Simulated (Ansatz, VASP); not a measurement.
# Two plane-wave programs on ScAl3N4

```xyz
8
Lattice="3.7493 0.0000 0.0000 0.0000 3.7493 0.0000 0.0000 0.0000 5.8904" Properties=species:S:1:pos:R:3 pbc="T T T"
Sc    0.0000    0.0000    2.9452
Al    0.0000    0.0000    0.0000
Al    1.8747    1.8747    4.4455
Al    1.8747    1.8747    1.4449
N     0.0000    1.8747    4.5038
N     1.8747    0.0000    4.5038
N     0.0000    1.8747    1.3866
N     1.8747    0.0000    1.3866
```

Change from the starting cell: species swapped into the EuCu4P3 type (P4/mmm, No. 123).

Alike in both runs: functional PBE; k mesh 3 × 3 × 2; occupations gaussian, width 0.15 eV; no spin polarisation.

Ansatz relaxed the structure, and its values are those at the end. VASP's run is a single point on that final structure, the one shown.

|  | VASP | Ansatz |
| --- | --- | --- |
| version | VASP 6.6.1 | Ansatz 0.2.0 |
| potentials or method | VASP PAW PBE potentials, release 64 (Sc_sv, Al, N), cutoff 600 eV | scalar-relativistic, plane waves, PAW |
| valence electrons in the cell | 40 | 40 |

```tsv
	VASP	Ansatz	Ansatz less VASP
gap on the k mesh at the Fermi level (eV)	0.19	0.19	-0.004
least direct gap on the mesh (eV)	0.54	0.53	-0.003
pressure (GPa)	0.0	0.0	0.00
rms of the force components (eV/Å)	0.013	0.007	-0.0061
```

The k mesh is coarse, so the values compare programs but aren't converged.
